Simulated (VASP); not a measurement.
# Mo: single point with LDA

Crystal: Mo.

```
Mo
1.0
    -2.47899    1.71357    1.71357
     1.71357   -2.47899    1.71357
     1.71357    1.71357   -2.47899
Mo
1
Direct
  0.00000 0.00000 0.00000
```

* Program: VASP 6.6.1
* Task: single point
* Functional: LDA
* Potentials or basis: VASP PAW LDA potentials, release 64 (Mo_sv)
* Cutoff: 520 eV
* k mesh: 22 × 22 × 22
* Occupations: gaussian, width 0.15 eV
* Spin: no spin polarisation

```yaml
Pressure: 257.6 GPa
Band_gap_on_the_k_mesh: zero (bands 7 and 8 overlap by 6.19 eV)
```

Stress tensor (GPa, compression positive):
```
257.56 268.39 268.39
268.39 257.56 268.39
268.39 268.39 257.56
```

Levels at points of the mesh, in eV from the Fermi level:
| k point | band 3 | band 4 | band 5 | band 6 | band 7 | band 8 | band 9 | band 10 | band 11 | band 12 |
| --- | --- | --- | --- | --- | --- | --- | --- | --- | --- | --- |
| (0.00, 0.00, 0.00) | -38.06 | -24.10 | -9.85 | -4.38 | -4.38 | -2.40 | 8.17 | 14.17 | 14.17 | 15.37 |
| (0.50, 0.00, 0.00) | -32.75 | -32.71 | -10.12 | -9.87 | 3.25 | 3.86 | 6.52 | 7.55 | 13.44 | 17.29 |
| (0.50, 0.50, 0.00) | -38.11 | -24.10 | -8.03 | -5.18 | -2.17 | -1.31 | 4.16 | 7.52 | 14.18 | 14.22 |
| (0.50, 0.50, 0.50) | -32.76 | -32.76 | -10.19 | -10.19 | 3.79 | 3.79 | 9.35 | 12.03 | 12.03 | 12.80 |

It took 3 min on 1 thread of Intel(R) Xeon(R) 6975P-C (Granite Rapids), on a shared host, peak memory 0.32 GiB.

Caveat: atoms lie so close that the PAW spheres overlap strongly, which falsifies energies and pressures; the cell stands under pressure.
